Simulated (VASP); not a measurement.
A run of VASP 6.6.1 is set up as follows.

Contents of INCAR:

```
PREC = Accurate
ENCUT = 520
EDIFF = 1E-6
ISMEAR = 0
SIGMA = 0.05
LREAL = False
LASPH = True
NELM = 80
ALGO = Normal
ISIF = 2
LWAVE = False
LCHARG = False
GGA = CA
NBANDS = 24
```

The input KPOINTS:

```
Automatic mesh
0
Gamma
  9 9 6
```

POSCAR

```
SrO
1.0
    3.9334289643      0.0000000000      0.0000000000
   -1.9667144822      3.4064494071      0.0000000000
    0.0000000000      0.0000000000      4.7431473908
Sr O
2 2
Direct
    0.3333333333      0.6666666667      0.9381277000
    0.6666666667      0.3333333333      0.4381277000
    0.3333333333      0.6666666667      0.4368723000
    0.6666666667      0.3333333333      0.9368723000
```

Potentials or basis: VASP PAW LDA potentials, release 64 (Sr_sv, O).

Launch:

```console
$ cat potpaw_LDA.64/Sr_sv/POTCAR potpaw_LDA.64/O/POTCAR > POTCAR
$ mpirun -np 1 vasp_std > vasp.out
```

(1) What does it give for the largest force?

(2) What does it give for the pressure?

(3) What does it give for the band gap on the k mesh?

## Answers

(1) 0.038 eV/Å.

(2) 25.4 GPa.

(3) 2.86 eV.

Caveat: the cell differs from its parent crystal (strain -0.080 along x and y, -0.080 along z); the cell stands under pressure.
